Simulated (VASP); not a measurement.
# Co in VASP: further runs

Aim: see how the results for Co move with the level of theory and the settings. Levels: PBE, PBEsol+D4. Tasks: single point.

All numbers are computed with VASP 6.6.1; they aren't measurements. Logs are shortened: lines on timing, memory, paths and dates and some standing lists are left out, and cuts for length are marked.

## (1) The cell of the first run

It takes space group P-3m1 (No. 164, trigonal). The conventional cell has a = 2.487 Å, b = 2.487 Å, c = 4.063 Å, α = 90.00°, β = 90.00°, γ = 120.00°. Co (site symmetry 3m) has 12 Co at 2.42 to 2.55 Å within 3.2 Å.

## (2) Single point, PBE, collinear spin, zero start

INCAR reads:

```
PREC = Accurate
ENCUT = 690
EDIFF = 1E-6
ISMEAR = -1
SIGMA = 0.05
LREAL = F
LASPH = T
NELM = 200
ALGO = Normal
ISIF = 2
LWAVE = F
LCHARG = T
ISPIN = 2
MAGMOM = 0 0
LORBIT = 11
NUPDOWN = 0.0
LMAXMIX = 4
GGA = PE
LELF = T
LVHAR = T
NBANDS = 28
GGA_COMPAT = F
```

KPOINTS reads:

```
regular mesh
0
Gamma
  10 10 6
```

POSCAR reads:

```
Co
1.0
    2.4873648738      0.0000000000      0.0000000000
   -1.2436824369      2.1541211692      0.0000000000
    0.0000000000      0.0000000000      4.0632895034
Co
2
Direct
    0.3333333333      0.6666666667      0.7401390000
    0.6666666667      0.3333333333      0.2598610000
```

Potentials or basis: VASP PAW PBE potentials, release 64 (Co_sv).

Launch:

```console
$ cat potpaw_PBE.64/Co_sv/POTCAR > POTCAR
$ mpirun -np 1 vasp_std > vasp.out
```

OUTCAR:

```text
PREC = Accurate
   ENCUT = 690
   EDIFF = 1E-6
   ISMEAR = -1
   LREAL = F
   LASPH = T
   NELM = 200
   ISIF = 2
   ISPIN = 2
   LORBIT = 11
   NUPDOWN = 0.0
   GGA = PE

 ion  position               nearest neighbor table
   1  0.333  0.667  0.740-   2 2.42   2 2.42   2 2.42
   2  0.667  0.333  0.260-   1 2.42   1 2.42   1 2.42

  LATTYP: Found a hexagonal cell.
 ALAT       =     2.4873648738
 C/A-ratio  =     1.6335719565

  Lattice vectors:

 A1 = (   2.4873648738,   0.0000000000,   0.0000000000)
 A2 = (  -1.2436824369,   2.1541211692,   0.0000000000)
 A3 = (   0.0000000000,   0.0000000000,   4.0632895034)

Analysis of symmetry for initial positions (statically):
=====================================================================
 Subroutine PRICEL returns:
 Original cell was already a primitive cell.

 Routine SETGRP: Setting up the symmetry group for a
 hexagonal supercell.

 Subroutine GETGRP returns: Found 12 space group operations
 (whereof 12 operations were pure point group operations)
 out of a pool of 24 trial point group operations.

The static configuration has the point symmetry D_3d.

Analysis of symmetry for dynamics (positions and initial velocities):
=====================================================================
 Subroutine PRICEL returns:
 Original cell was already a primitive cell.

 Routine SETGRP: Setting up the symmetry group for a
 hexagonal supercell.

 Subroutine GETGRP returns: Found 12 space group operations
 (whereof 12 operations were pure point group operations)
 out of a pool of 24 trial point group operations.

The dynamic configuration has the point symmetry D_3d.

Analysis of structural, dynamic, and magnetic symmetry:
=====================================================================
 Subroutine PRICEL returns:
 Original cell was already a primitive cell.

 Routine SETGRP: Setting up the symmetry group for a
 hexagonal supercell.

 Subroutine GETGRP returns: Found 12 space group operations
 (whereof 12 operations were pure point group operations)
 out of a pool of 24 trial point group operations.

The overall configuration has the point symmetry D_3d.

 Subroutine INISYM returns: Found 12 space group operations
 (whereof 12 operations are pure point group operations),
 and found     1 'primitive' translations

----------------------------------------------------------------------------------------

                                     Primitive cell

  volume of cell :      21.7715

  direct lattice vectors                    reciprocal lattice vectors
     2.487364874  0.000000000  0.000000000     0.402031889  0.232113220  0.000000000
    -1.243682437  2.154121169  0.000000000     0.000000000  0.464226439  0.000000000
     0.000000000  0.000000000  4.063289503     0.000000000  0.000000000  0.246106018

  length of vectors
     2.487364874  2.487364874  4.063289503     0.464226439  0.464226439  0.246106018

  position of ions in fractional coordinates (direct lattice)
     0.333333333  0.666666667  0.740139000
     0.666666667  0.333333333  0.259861000

  ion indices of the primitive-cell ions
   primitive index   ion index
                 1           1
                 2           2

----------------------------------------------------------------------------------------

 KPOINTS: regular mesh

Automatic generation of k-mesh.
 Grid dimensions read from file:
 generate k-points for:   10   10    6

 Generating k-lattice:

  Cartesian coordinates                     Fractional coordinates (reciprocal lattice)
     0.040203189  0.023211322  0.000000000     0.100000000  0.000000000  0.000000000
     0.000000000  0.046422644  0.000000000     0.000000000  0.100000000  0.000000000
     0.000000000  0.000000000  0.041017670     0.000000000  0.000000000  0.166666667

  Length of vectors
     0.046422644  0.046422644  0.041017670

  Shift w.r.t. Gamma in fractional coordinates (k-lattice)
     0.000000000  0.000000000  0.000000000

 Subroutine IBZKPT returns following result:
 ===========================================

 Found     72 irreducible k-points:

 Following reciprocal coordinates:
            Coordinates               Weight
  0.000000  0.000000  0.000000      1.000000
  0.100000 -0.000000  0.000000      6.000000
  0.200000 -0.000000  0.000000      6.000000
  0.300000 -0.000000  0.000000      6.000000
  0.400000 -0.000000  0.000000      6.000000
  0.500000 -0.000000  0.000000      3.000000
[... 16 lines left out ...]
  0.000000  0.400000  0.166667      6.000000
  0.500000 -0.000000  0.166667      6.000000
 [... further k-points ...]
   k-points           NKPTS =     72   k-points in BZ     NKDIM =     72   number of bands    NBANDS=     28
   number of dos      NEDOS =    301   number of ions     NIONS =      2
   total plane-waves  NPLWV =  20736
   dimension x,y,z NGX =    24 NGY =   24 NGZ =   36
   dimension x,y,z NGXF=    48 NGYF=   48 NGZF=   72
   ions per type =               2
   NGX,Y,Z   is equivalent  to a cutoff of  16.04, 16.04, 14.73 a.u.
   NGXF,Y,Z  is equivalent  to a cutoff of  32.08, 32.08, 29.46 a.u.
 SYSTEM =  unknown system
   PREC   = accura    normal or accurate (medium, high low for compatibility)
   ISTART =      0    job   : 0-new  1-cont  2-samecut
   ICHARG =      2    charge: 1-file 2-atom 10-const
   ISPIN  =      2    spin polarized calculation?
   LNONCOLLINEAR =      F non collinear calculations
   LSORBIT =      F    spin-orbit coupling
   LASPH  =      T    aspherical Exc in radial PAW
   ENCUT  =  690.0 eV  50.71 Ry    7.12 a.u.   5.33  5.33  8.70*2*pi/ulx,y,z
   NELM   =    200;   NELMIN=  2; NELMDL= -5     # of ELM steps
   EDIFF  = 0.1E-05   stopping-criterion for ELM
   LREAL  =      F    real-space projection
[... 7 lines left out ...]
   TEBEG  =    0.0;   TEEND  =   0.0 temperature during run
   PSTRESS=    0.0 pullay stress
   NELECT =      34.0000    total number of electrons
   NUPDOWN=       0.0000    fix difference up-down
   EMIN   =  10.00;   EMAX   =-10.00  energy-range for DOS
   EFERMI =   0.00;   METHOD = LEGACY
   ISMEAR =    -1;   SIGMA  =   0.05  broadening in eV -4-tet -1-fermi 0-gaus
   EFERMI_NEDOS =   21; number of points for ismear=-14 and -15
   IALGO  =     38    algorithm
   IMIX   =      4    mixing-type and parameters
     AMIX     =   0.40;   BMIX     =  1.00
     AMIX_MAG =   1.60;   BMIX_MAG =  1.00
  volume/ion in A,a.u.               =      10.89        73.46
  Fermi-wavevector in a.u.,A,eV,Ry     =   1.899351  3.589254 49.083508  3.607536
  Thomas-Fermi vector in A             =   2.938709
   LORBIT       =     11    0 simple, 1 ext, 2 COOP (PROOUT), +10 PAW based schemes
   GGA     = PE    functional components
   LHFCALC =     F    Hartree Fock is set to
   AEXX    =    0.0000 exact exchange contribution
   IVDW    =     0    specifies the selected vdW correction
   LEPSILON=     F    determine dielectric tensor
   LRPA    =     F    only Hartree local field effects (RPA)
 spin polarized calculation
  energy-cutoff  :      690.00
  volume of cell :       21.77
 maximum number of plane-waves:       917
 NGX is ok and might be reduce to    24
   NGX = 11   NGY = 11   NGZ = 17

 number of electron      34.0000002 magnetization      -0.0000000

 number of electron      34.0000002 magnetization       0.0000000

 Free energy of the ion-electron system (eV)
  ---------------------------------------------------
  ext. energy  EPLUGINS =         0.00000000
  ---------------------------------------------------
  free energy    TOTEN  =       -13.76560519 eV

  energy without entropy =      -13.71557086  energy(sigma->0) =      -13.74058802

 E-fermi :  11.8874     XC(G=0): -13.8890

 val. band max:       11.8866749730   @ k =   0.1000   0.1000   0.5000
 cond. band min:      11.8883091982   @ k =   0.1000  -0.0000   0.3333
 fundamental gap:      0.0016342252
 Fermi energy:        11.8873998708

 spin component 1

 k-point     1 :       0.0000    0.0000    0.0000
  band No.  band energies     occupation
      1     -83.2188      1.00000
      2     -83.1606      1.00000
      3     -46.6333      1.00000
      4     -46.3447      1.00000
      5     -46.3447      1.00000
      6     -46.2977      1.00000
[... 20 lines left out ...]
     27      37.8919      0.00000
     28      37.8919      0.00000

 k-point     2 :       0.1000   -0.0000    0.0000
  band No.  band energies     occupation
      1     -83.2140      1.00000
      2     -83.1584      1.00000
      3     -46.6229      1.00000
      4     -46.3690      1.00000
      5     -46.3520      1.00000
      6     -46.3198      1.00000
[... 20 lines left out ...]
     27      38.3682      0.00000
     28      40.8174      0.00000

 k-point     3 :       0.2000   -0.0000    0.0000
  band No.  band energies     occupation
      1     -83.2013      1.00000
      2     -83.1529      1.00000
      3     -46.5943      1.00000
      4     -46.4317      1.00000
      5     -46.3819      1.00000
      6     -46.3713      1.00000
[... 20 lines left out ...]
     27      37.5571      0.00000
     28      40.4302      0.00000

 k-point     4 :       0.3000   -0.0000    0.0000
  band No.  band energies     occupation
      1     -83.1845      1.00000
      2     -83.1470      1.00000
      3     -46.5568      1.00000
      4     -46.5092      1.00000
      5     -46.4550      1.00000
      6     -46.3946      1.00000
[... 578 lines left out ...]
     27      34.6582      0.00000
     28      35.5149      0.00000

 k-point    23 :       0.0000    0.4000    0.1667
  band No.  band energies     occupation
      1     -83.1678      1.00000
      2     -83.1453      1.00000
      3     -46.5920      1.00000
      4     -46.5401      1.00000
      5     -46.4721      1.00000
      6     -46.4087      1.00000
[... 20 lines left out ...]
     27      34.4551      0.00000
     28      35.5121      0.00000

 k-point    24 :       0.5000   -0.0000    0.1667
  band No.  band energies     occupation
      1     -83.1615      1.00000
      2     -83.1447      1.00000
      3     -46.6096      1.00000
      4     -46.5650      1.00000
      5     -46.4573      1.00000
      6     -46.4155      1.00000
[... 20 lines left out ...]
     27      34.3262      0.00000
     28      35.0532      0.00000

 [... further k-points ...]

 spin component 2

 k-point     1 :       0.0000    0.0000    0.0000
  band No.  band energies     occupation
      1     -83.2188      1.00000
      2     -83.1606      1.00000
      3     -46.6333      1.00000
      4     -46.3447      1.00000
      5     -46.3447      1.00000
      6     -46.2977      1.00000
[... 20 lines left out ...]
     27      37.8919      0.00000
     28      37.8919      0.00000

 k-point     2 :       0.1000   -0.0000    0.0000
  band No.  band energies     occupation
      1     -83.2140      1.00000
      2     -83.1584      1.00000
      3     -46.6229      1.00000
      4     -46.3690      1.00000
      5     -46.3520      1.00000
      6     -46.3198      1.00000
[... 20 lines left out ...]
     27      38.3682      0.00000
     28      40.7949      0.00000

 k-point     3 :       0.2000   -0.0000    0.0000
  band No.  band energies     occupation
      1     -83.2013      1.00000
      2     -83.1529      1.00000
      3     -46.5943      1.00000
      4     -46.4317      1.00000
      5     -46.3819      1.00000
      6     -46.3713      1.00000
[... 20 lines left out ...]
     27      37.5571      0.00000
     28      40.3886      0.00000

 k-point     4 :       0.3000   -0.0000    0.0000
  band No.  band energies     occupation
      1     -83.1845      1.00000
      2     -83.1470      1.00000
      3     -46.5568      1.00000
      4     -46.5092      1.00000
      5     -46.4550      1.00000
      6     -46.3946      1.00000
[... 578 lines left out ...]
     27      34.6582      0.00000
     28      35.5148      0.00000

 k-point    23 :       0.0000    0.4000    0.1667
  band No.  band energies     occupation
      1     -83.1678      1.00000
      2     -83.1453      1.00000
      3     -46.5920      1.00000
      4     -46.5401      1.00000
      5     -46.4721      1.00000
      6     -46.4087      1.00000
[... 20 lines left out ...]
     27      34.4551      0.00000
     28      35.5121      0.00000

 k-point    24 :       0.5000   -0.0000    0.1667
  band No.  band energies     occupation
      1     -83.1615      1.00000
      2     -83.1447      1.00000
      3     -46.6096      1.00000
      4     -46.5650      1.00000
      5     -46.4573      1.00000
      6     -46.4155      1.00000
[... 20 lines left out ...]
     27      34.3262      0.00000
     28      35.0532      0.00000

 [... further k-points ...]

------------------------ aborting loop because EDIFF is reached ----------------------------------------

  FORCE on cell =-STRESS in cart. coord.  units (eV):
  Direction    XX          YY          ZZ          XY          YZ          ZX
  --------------------------------------------------------------------------------------
  -------------------------------------------------------------------------------------
  Total       -1.5872747     -1.5872747     -1.8075485      0.0000000      0.0000000      0.0000000
  in kB     -116.8087219   -116.8087219   -133.0188347      0.0000000      0.0000000      0.0000000
  external PRESSURE =    -122.2120928 kB  Pullay stress =       0.0000000 kB

 VOLUME and BASIS-vectors are now :
 -----------------------------------------------------------------------------
  energy-cutoff  :      690.00
  volume of cell :       21.77
      direct lattice vectors                 reciprocal lattice vectors
     2.487364874  0.000000000  0.000000000     0.402031889  0.232113220  0.000000000
    -1.243682437  2.154121169  0.000000000     0.000000000  0.464226439  0.000000000
     0.000000000  0.000000000  4.063289503     0.000000000  0.000000000  0.246106018

 POSITION                                       TOTAL-FORCE (eV/Angst)
 -----------------------------------------------------------------------------------
     -0.00000      1.43608      3.00740         0.000000     -0.000000      0.584327
      1.24368      0.71804      1.05589        -0.000000      0.000000     -0.584327
 -----------------------------------------------------------------------------------
    total drift:                                0.000000     -0.000000      0.000000

  FREE ENERGIE OF THE ION-ELECTRON SYSTEM (eV)
  ---------------------------------------------------
  free  energy   TOTEN  =       -13.7656051867 eV

  energy  without entropy=      -13.7155708588  energy(sigma->0) =      -13.74058802

 total charge

# of ion       s       p       d       tot
------------------------------------------
    1        2.243   6.118   6.700  15.060
    2        2.243   6.118   6.700  15.060
--------------------------------------------------
tot          4.485  12.235  13.400  30.120

 magnetization (x)

# of ion       s       p       d       tot
------------------------------------------
    1       -0.000  -0.000   0.000  -0.000
    2       -0.000  -0.000   0.000  -0.000
--------------------------------------------------
tot         -0.000  -0.000   0.000  -0.000
```

It took 90 s on 1 thread of Intel Xeon Platinum 8259CL at 2.50GHz (Skylake/Cascade Lake), shared host; peak memory 0.22 GiB.

What came out:

| Item | Value |
| --- | --- |
| Free energy | -13.7656 eV |
| Pressure | -12.2 GPa |
| Largest force | 0.584 eV/Å |
| Net moment | 0.00 μB per cell |
| Valence electrons inside the program's atomic spheres | Co 15.06 |

Forces on the atoms (eV/Å):
```
Co   0.000  0.000  0.584
Co   0.000  0.000 -0.584
```

Stress tensor (GPa, compression positive):
```
-11.68   0.00   0.00
  0.00 -11.68   0.00
  0.00   0.00 -13.30
```

Caveat: the cell stands under tension; the total moment is fixed, so each spin has its own Fermi level.

## (3) Single point, PBEsol+D4, collinear spin, ferromagnetic start

This run uses another cell than the first one, of 10.21 Å³/atom.

INCAR reads:

```
ALGO     = Normal         # electronic algorithm
EDIFF    = 1E-6           # SCF threshold, eV
ENCUT    = 520            # plane-wave cutoff, eV
GGA      = PS             # functional
ISIF     = 2              # what is computed and relaxed
ISMEAR   = -1             # smearing method
ISPIN    = 2              # spin polarisation
IVDW     = 13             # dispersion correction
LASPH    = T              # aspherical terms in the spheres
LCHARG   = F              # write CHGCAR
LMAXMIX  = 4              # l up to which the mixer works
LORBIT   = 11             # projections on sites
LREAL    = F              # projectors in reciprocal space
LWAVE    = F              # write WAVECAR
MAGMOM   = 2 2            # initial moments
NBANDS   = 20             # bands
NELM     = 150            # most SCF steps
PREC     = Accurate       # precision mode
SIGMA    = 0.05           # smearing width, eV
```

KPOINTS reads:

```
k-points
0
Gamma
  12 12 7
```

POSCAR reads:

```
Co
1.0
    2.4446377085      0.0000000000      0.0000000000
   -1.2223188542      2.1171183586      0.0000000000
    0.0000000000      0.0000000000      3.9451296145
Co
2
Direct
    0.3333333333      0.6666666667      0.7500005317
    0.6666666667      0.3333333333      0.2499994683
```

Potentials or basis: VASP PAW PBE potentials, release 64 (Co).

Launch:

```console
$ cat potpaw_PBE.64/Co/POTCAR > POTCAR
$ mpirun -np 1 vasp_std > vasp.out
```

It took 2.3 min on 1 thread of Intel Xeon 8259CL, shared host; peak memory 0.16 GiB.

The run converged. Its results:

```
Free energy                                           : -15.9947 eV
Pressure                                              : -1.1 GPa
Net moment                                            : 3.07 μB per cell
Site moments                                          : Co +1.54 μB
Valence electrons inside the program's atomic spheres : Co 8.40
Dispersion energy per atom                            : -0.260 eV
```

Levels at points of the mesh, in eV from the Fermi level:
Spin up:
```csv
k point,band 7,band 8,band 9,band 10,band 11,band 12,band 13,band 14
"(0.00, 0.00, 0.00)",-2.28,-1.90,-1.90,-0.68,-0.68,-0.13,6.94,22.41
"(0.50, 0.00, 0.00)",-2.19,-0.54,-0.42,-0.37,1.49,3.63,10.16,10.88
```
Spin down:
```tsv
k point	band 3	band 4	band 5	band 6	band 7	band 8	band 9	band 10	band 11	band 12
(0.00, 0.00, 0.00)	-1.10	-1.09	-1.09	-0.69	-0.69	-0.24	-0.24	-0.11	1.10	1.10
(0.50, 0.00, 0.00)	-3.56	-1.97	-1.27	-1.15	-0.70	1.24	1.39	1.42	2.72	4.60
```

Caveat: the PAW data sets were made with another functional, which shifts forces and pressure a little.
